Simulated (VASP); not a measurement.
# SiCl (Fd-3m) in VASP: a series of runs

SiCl is run at these levels: PBE; tasks: single point.

Program: VASP 6.6.1. These are calculated values, not measurements. Logs are shortened: lines on timing, memory, paths and dates and some standing lists are left out, and cuts for length are marked.

## Step 1: The cell of the first run

Symmetry: Fd-3m, No. 227, cubic system. Conventional cell: a = 6.656 Å, b = 6.656 Å, c = 6.656 Å, α = 90.00°, β = 90.00°, γ = 90.00°. Si (site symmetry -43m) has 4 Si at 2.88 Å and 10 Cl at 2.88 to 3.33 Å within 3.8 Å. Within 3.8 Å of Cl (site symmetry -43m) lie 10 Si at 2.88 to 3.33 Å and 4 Cl at 2.88 Å.

## Step 2: Single point, PBE

Input file INCAR:

```
PREC = Accurate ; ENCUT = 520
EDIFF = 1E-7 ; ISMEAR = 0
SIGMA = 0.1 ; LREAL = F
LASPH = T ; NELM = 60
ALGO = Normal ; ISIF = 2
LWAVE = F ; LCHARG = F
GGA = PE ; NBANDS = 19
```

Input file KPOINTS:

```
regular mesh
0
Gamma
  4 4 4
```

Input file POSCAR:

```
SiCl
1.0
    0.0000000000      3.3280108048      3.3280108048
    3.3280108048      0.0000000000      3.3280108048
    3.3280108048      3.3280108048      0.0000000000
Si Cl
2 2
Direct
    0.5000000000      0.5000000000      0.5000000000
    0.7500000000      0.7500000000      0.7500000000
    0.0000000000      0.0000000000      0.0000000000
    0.2500000000      0.2500000000      0.2500000000
```

Potentials or basis: VASP PAW PBE potentials, release 64 (Si, Cl).

The run is started by

```bash
$ cat potpaw_PBE.64/Si/POTCAR potpaw_PBE.64/Cl/POTCAR > POTCAR
$ mpirun -np 1 vasp_std > vasp.out
```

OUTCAR:

```text
PREC = Accurate
   ENCUT = 520
   EDIFF = 1E-7
   ISMEAR = 0
   LREAL = F
   LASPH = T
   NELM = 60
   ISIF = 2
   GGA = PE

 ion  position               nearest neighbor table
   1  0.500  0.500  0.500-   4 2.88   4 2.88   4 2.88   2 2.88   4 2.88   2 2.88   2 2.88   2 2.88

   2  0.750  0.750  0.750-   1 2.88   1 2.88   1 2.88   1 2.88   3 2.88   3 2.88   3 2.88   3 2.88

   3  0.000  0.000  0.000-   2 2.88   2 2.88   2 2.88   2 2.88
   4  0.250  0.250  0.250-   1 2.88   1 2.88   1 2.88   1 2.88

  LATTYP: Found a face centered cubic cell.
 ALAT       =     6.6560216096

  Lattice vectors:

 A1 = (   0.0000000000,   3.3280108048,   3.3280108048)
 A2 = (   3.3280108048,   0.0000000000,   3.3280108048)
 A3 = (   3.3280108048,   3.3280108048,   0.0000000000)

Analysis of symmetry for initial positions (statically):
=====================================================================
 Subroutine PRICEL returns:
 Original cell was already a primitive cell.

 Routine SETGRP: Setting up the symmetry group for a
 face centered cubic supercell.

 Subroutine GETGRP returns: Found 48 space group operations
 (whereof 24 operations were pure point group operations)
 out of a pool of 48 trial point group operations.

The static configuration has the point symmetry T_d .
 The point group associated with its full space group is O_h .

Analysis of symmetry for dynamics (positions and initial velocities):
=====================================================================
 Subroutine PRICEL returns:
 Original cell was already a primitive cell.

 Routine SETGRP: Setting up the symmetry group for a
 face centered cubic supercell.

 Subroutine GETGRP returns: Found 48 space group operations
 (whereof 24 operations were pure point group operations)
 out of a pool of 48 trial point group operations.

The dynamic configuration has the point symmetry T_d .
 The point group associated with its full space group is O_h .

 Subroutine INISYM returns: Found 48 space group operations
 (whereof 24 operations are pure point group operations),
 and found     1 'primitive' translations

[... 73 lines left out ...]
   ISTART =      0    job   : 0-new  1-cont  2-samecut
   ICHARG =      2    charge: 1-file 2-atom 10-const
   ISPIN  =      1    spin polarized calculation?
   LNONCOLLINEAR =      F non collinear calculations
   LSORBIT =      F    spin-orbit coupling
   LASPH  =      T    aspherical Exc in radial PAW
   ENCUT  =  520.0 eV  38.22 Ry    6.18 a.u.   8.75  8.75  8.75*2*pi/ulx,y,z
   NELM   =     60;   NELMIN=  2; NELMDL= -5     # of ELM steps
   EDIFF  = 0.1E-06   stopping-criterion for ELM
   LREAL  =      F    real-space projection
   EDIFFG = 0.1E-05   stopping-criterion for IOM
   NSW    =      0    number of steps for IOM
   IBRION =     -1    ionic relax: 0-MD 1-quasi-New 2-CG
   NFREE  =      0    steps in history (QN), initial steepest desc. (CG)
   ISIF   =      2    stress and relaxation
   ISYM   =      2    0-nonsym 1-usesym 2-fastsym
   POTIM  = 0.5000    time-step for ionic-motion
   TEBEG  =    0.0;   TEEND  =   0.0 temperature during run
   PSTRESS=    0.0 pullay stress
   NELECT =      22.0000    total number of electrons
   NUPDOWN=      -1.0000    fix difference up-down
   EMIN   =  10.00;   EMAX   =-10.00  energy-range for DOS
   EFERMI =   0.00;   METHOD = LEGACY
   ISMEAR =     0;   SIGMA  =   0.10  broadening in eV -4-tet -1-fermi 0-gaus
   EFERMI_NEDOS =   21; number of points for ismear=-14 and -15
   IALGO  =     38    algorithm
   IMIX   =      4    mixing-type and parameters
     AMIX     =   0.40;   BMIX     =  1.00
     AMIX_MAG =   1.60;   BMIX_MAG =  1.00
  volume/ion in A,a.u.               =      18.43       124.37
  Fermi-wavevector in a.u.,A,eV,Ry     =   1.094009  2.067378 16.284218  1.196856
  Thomas-Fermi vector in A             =   2.230306
   LORBIT       =      0    0 simple, 1 ext, 2 COOP (PROOUT), +10 PAW based schemes
   GGA     = PE    functional components
   LHFCALC =     F    Hartree Fock is set to
   AEXX    =    0.0000 exact exchange contribution
   IVDW    =     0    specifies the selected vdW correction
   LEPSILON=     F    determine dielectric tensor
   LRPA    =     F    only Hartree local field effects (RPA)
 non-spin polarized calculation
 Gauss-broadening in eV      SIGMA  =   0.10
  energy-cutoff  :      520.00
  volume of cell :       73.72
 maximum number of plane-waves:      2012
 NGX is ok and might be reduce to    36
   NGX = 17   NGY = 17   NGZ = 17

 number of electron      22.0000002 magnetization

 Free energy of the ion-electron system (eV)
  ---------------------------------------------------
  ext. energy  EPLUGINS =         0.00000000
  ---------------------------------------------------
  free energy    TOTEN  =       -12.57000076 eV

  energy without entropy =      -12.55776709  energy(sigma->0) =      -12.56388392

 E-fermi :   5.7716     XC(G=0): -10.2377

 val. band max:        5.6926223674   @ k =   0.5000   0.2500   0.0000
 cond. band min:       5.9153239540   @ k =   0.5000   0.0000   0.0000
 fundamental gap:      0.2227015866
 Fermi energy:         5.7716017041

 k-point     1 :       0.0000    0.0000    0.0000
  band No.  band energies     occupation
      1     -10.6406      2.00000
      2      -8.1610      2.00000
      3      -1.9243      2.00000
      4       1.5901      2.00000
      5       1.5901      2.00000
      6       1.5901      2.00000
[... 153 lines left out ...]
      6       1.5143      2.00000
[... 11 lines left out ...]
     18      14.8050      0.00000
     19      15.1153      0.00000

------------------------ aborting loop because EDIFF is reached ----------------------------------------

  FORCE on cell =-STRESS in cart. coord.  units (eV):
  Direction    XX          YY          ZZ          XY          YZ          ZX
  --------------------------------------------------------------------------------------
  -------------------------------------------------------------------------------------
  Total        0.0960346      0.0960346      0.0960346     -0.0000000      0.0000000      0.0000000
  in kB        2.0871520      2.0871520      2.0871520     -0.0000000      0.0000000      0.0000000
  external PRESSURE =       2.0871520 kB  Pullay stress =       0.0000000 kB

 VOLUME and BASIS-vectors are now :
 -----------------------------------------------------------------------------
  energy-cutoff  :      520.00
  volume of cell :       73.72
      direct lattice vectors                 reciprocal lattice vectors
     0.000000000  3.328010805  3.328010805    -0.150239897  0.150239897  0.150239897
     3.328010805  0.000000000  3.328010805     0.150239897 -0.150239897  0.150239897
     3.328010805  3.328010805  0.000000000     0.150239897  0.150239897 -0.150239897

 POSITION                                       TOTAL-FORCE (eV/Angst)
 -----------------------------------------------------------------------------------
      3.32801      3.32801      3.32801        -0.000000     -0.000000     -0.000000
      4.99202      4.99202      4.99202         0.000000      0.000000      0.000000
      0.00000      0.00000      0.00000        -0.000000      0.000000     -0.000000
      1.66401      1.66401      1.66401         0.000000      0.000000      0.000000
 -----------------------------------------------------------------------------------
    total drift:                                0.000000      0.000000      0.000000

  FREE ENERGIE OF THE ION-ELECTRON SYSTEM (eV)
  ---------------------------------------------------
  free  energy   TOTEN  =       -12.5700007615 eV

  energy  without entropy=      -12.5577670861  energy(sigma->0) =      -12.56388392
```

Run time: 8.8 s. Hardware: 1 thread of AMD EPYC 9R45 (Zen 5), shared host; peak memory 0.16 GiB.

What came out:

```
Free energy            : -12.5700 eV
Pressure               : 0.2 GPa
Band gap on the k mesh : zero (bands 11 and 12 overlap by 1.32 eV)
```

Levels at points of the mesh, in eV from the Fermi level:
| k point | band 7 | band 8 | band 9 | band 10 | band 11 | band 12 | band 13 | band 14 |
| --- | --- | --- | --- | --- | --- | --- | --- | --- |
| (0.00, 0.00, 0.00) | -3.43 | -3.43 | -3.43 | -2.24 | -0.55 | -0.55 | -0.55 | 4.48 |
| (0.50, 0.00, 0.00) | -3.16 | -3.16 | -2.32 | -2.13 | 0.14 | 0.14 | 2.14 | 3.75 |
| (0.50, 0.50, 0.00) | -1.76 | -1.76 | -1.48 | -1.48 | 0.77 | 0.77 | 2.94 | 2.94 |

Caveat: the k points lie up to 0.41 Å⁻¹ apart, too coarse for converged energies and pressures of a metal.

## Step 3: Single point, PBE

This run uses another cell than the first one, of 21.92 Å³/atom.

Input file INCAR:

```
SYSTEM = SiCl
PREC     = Accurate       ! precision mode
ENCUT    = 520            ! plane-wave cutoff, eV
EDIFF    = 1E-6           ! SCF threshold, eV
ISMEAR   = 0              ! smearing method
SIGMA    = 0.1            ! smearing width, eV
LREAL    = .FALSE.        ! projectors in reciprocal space
LASPH    = .TRUE.         ! aspherical terms in the spheres
NELM     = 100            ! most SCF steps
ALGO     = Normal         ! electronic algorithm
ISIF     = 2              ! what is computed and relaxed
LWAVE    = .FALSE.        ! write WAVECAR
LCHARG   = .TRUE.         ! write CHGCAR
GGA      = PE             ! functional
LELF     = .TRUE.         ! ELF
LVHAR    = .TRUE.       
NBANDS   = 19             ! bands
```

Input file KPOINTS:

```
regular mesh
0
G
  4 4 4
  0 0 0
```

Input file POSCAR:

```
SiCl
1.0
    0.0000000000      3.5262110624      3.5262110624
    3.5262110624      0.0000000000      3.5262110624
    3.5262110624      3.5262110624      0.0000000000
Si Cl
2 2
Direct
    0.5000000000      0.5000000000      0.5000000000
    0.7500000000      0.7500000000      0.7500000000
    0.0000000000      0.0000000000      0.0000000000
    0.2500000000      0.2500000000      0.2500000000
```

Potentials or basis: VASP PAW PBE potentials, release 64 (Si, Cl).

The run is started by

```bash
$ cat potpaw_PBE.64/Si/POTCAR potpaw_PBE.64/Cl/POTCAR > POTCAR
$ mpirun -np 1 vasp_std > vasp.out
```

Wall time 13 s (1 thread of AMD EPYC 9R45 (Zen 5), shared host); peak memory 0.19 GiB.

Results (log left out):

```
Free energy            : -12.2572 eV
Pressure               : -6.3 GPa
Band gap on the k mesh : zero (bands 11 and 12 overlap by 0.98 eV)
```

Levels at points of the mesh, in eV from the Fermi level:
| k point | band 7 | band 8 | band 9 | band 10 | band 11 | band 12 | band 13 | band 14 |
| --- | --- | --- | --- | --- | --- | --- | --- | --- |
| (0.00, 0.00, 0.00) | -3.24 | -2.77 | -2.77 | -2.77 | -0.35 | -0.35 | -0.35 | 3.68 |
| (0.50, 0.00, 0.00) | -2.56 | -2.56 | -2.14 | -2.09 | 0.15 | 0.15 | 1.45 | 3.43 |
| (0.50, 0.50, 0.00) | -1.79 | -1.79 | -1.33 | -1.33 | 0.63 | 0.63 | 2.34 | 2.34 |

Caveat: the k points lie up to 0.39 Å⁻¹ apart, too coarse for converged energies and pressures of a metal.
